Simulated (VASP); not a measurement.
A run of VASP 6.6.1:

File INCAR:

```
PREC = Accurate
ENCUT = 520
EDIFF = 1E-7
ISMEAR = -1
SIGMA = 0.05
LREAL = False
LASPH = True
NELM = 80
ALGO = Normal
ISIF = 2
LWAVE = False
LCHARG = False
GGA = PE
NBANDS = 10
```

File KPOINTS:

```
Automatic mesh
0
Gamma
  13 13 13
```

The input POSCAR:

```
Fe
1.0
    0.0000000000      1.7975000000      1.7975000000
    1.7975000000      0.0000000000      1.7975000000
    1.7975000000      1.7975000000      0.0000000000
Fe
1
Direct
    0.0000000000      0.0000000000      0.0000000000
```

Potentials or basis: VASP PAW PBE potentials, release 64 (Fe).

Launch:

```sh
$ cat potpaw_PBE.64/Fe/POTCAR > POTCAR
$ mpirun -np 1 vasp_std > vasp.out
```

Hardware: 1 thread of AMD EPYC 9R14 (Zen 4), on a shared host.

Q: How long does it take, and how much memory?

A: Run time: 7.9 s on 1 thread of AMD EPYC 9R14 (Zen 4), with other jobs on the host, peak memory 0.09 GiB. Counts: scf iterations 13, k points 84.
